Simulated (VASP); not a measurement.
Here is a VASP 6.6.1 calculation.

Contents of INCAR:

```
SYSTEM = NaMg2Si2
PREC     = Accurate       ! precision mode
ENCUT    = 600            ! plane-wave cutoff, eV
EDIFF    = 1E-6           ! SCF threshold, eV
ISMEAR   = 0              ! smearing method
SIGMA    = 0.1            ! smearing width, eV
LREAL    = .False.        ! projectors in reciprocal space
LASPH    = .True.         ! aspherical terms in the spheres
NELM     = 100            ! most SCF steps
ALGO     = Normal         ! electronic algorithm
ISIF     = 3              ! what is computed and relaxed
LWAVE    = .False.        ! write WAVECAR
LCHARG   = .False.        ! write CHGCAR
GGA      = PE             ! functional
IBRION   = 2              ! ionic algorithm
NSW      = 100            ! ionic steps
EDIFFG   = -0.01          ! ionic threshold
```

The input KPOINTS:

```
regular mesh
0
Gamma
  12 12 8
  0 0 0
```

Contents of POSCAR:

```
NaMg2Si2
1.0
    5.3566272018      0.0000000000      0.0000000000
   -2.6783136009      4.6389752353      0.0000000000
    0.0000000000      0.0000000000      5.1509054190
Na Mg Si
1 2 2
Direct
    0.0000000000      0.0000000000      0.5000000000
    0.3333333333      0.6666666667      0.5000000000
    0.6666666667      0.3333333333      0.5000000000
    0.3333333333      0.6666666667      0.0000000000
    0.6666666667      0.3333333333      0.0000000000
```

Potentials or basis: VASP PAW PBE potentials, release 64 (Na_pv, Mg, Si).

Command:

```sh
$ cat potpaw_PBE.64/Na_pv/POTCAR potpaw_PBE.64/Mg/POTCAR potpaw_PBE.64/Si/POTCAR > POTCAR
$ mpirun -np 1 vasp_std > vasp.out
```

Problem. Predict the relaxed volume.

Solution. 25.66 Å³/atom.

Problem. Predict the space group after relaxing (to 0.05 Å).

Solution. P6/mmm (No. 191).

The path:
```tsv
step	energy change (eV)	largest force (eV/Å)	pressure (GPa)	volume (Å³)
1	0.0000	0.0000	0.31	128.00
2	-0.0060	0.0000	-0.15	128.91
3	-0.0060	0.0000	-0.15	128.92
4	-0.0064	0.0000	-0.06	128.50
5	-0.0065	0.0000	-0.04	128.29
```
